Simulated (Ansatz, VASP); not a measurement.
**Ta2N: VASP beside Ansatz**

```
CELL_PARAMETERS angstrom
3.10114 0.00000 0.00000
-1.55057 2.68567 0.00000
0.00000 0.00000 4.75984
ATOMIC_POSITIONS crystal
Ta 0.66667 0.33333 0.74491
Ta 0.33333 0.66667 0.25509
N 0.00000 0.00000 0.00000
```

Change from the starting cell: strain +0.000 along x and y, -0.025 along z, atoms carried along.

Alike in both runs: task single point; functional PBE; k mesh 18 × 18 × 10; occupations gaussian, width 0.15 eV; no spin polarisation.

```csv
,VASP,Ansatz
version,VASP 6.6.1,Ansatz 0.2.0
potentials or method,"VASP PAW PBE potentials, release 64 (Ta_pv, N), cutoff 520 eV","scalar-relativistic, plane waves, PAW"
valence electrons in the cell,27,31
```

```tsv
	VASP	Ansatz	Ansatz less VASP
gap on the k mesh at the Fermi level (eV)	none	none	-
pressure (GPa)	8.2	7.7	-0.51
traceless stress, the component that is largest in VASP (GPa)	3.81	3.88	+0.064
rms of the force components (eV/Å)	0.005	0.030	+0.0244
```

Atom by atom the forces differ by 0.024 eV/Å (rms over components). A gap of «none» marks a metal or a gap that the smearing closes. VASP's potentials hold 27 valence electrons a cell and Ansatz's 31, so a difference there can come from the potentials and not from the codes.

Spin-orbit coupling is off throughout.
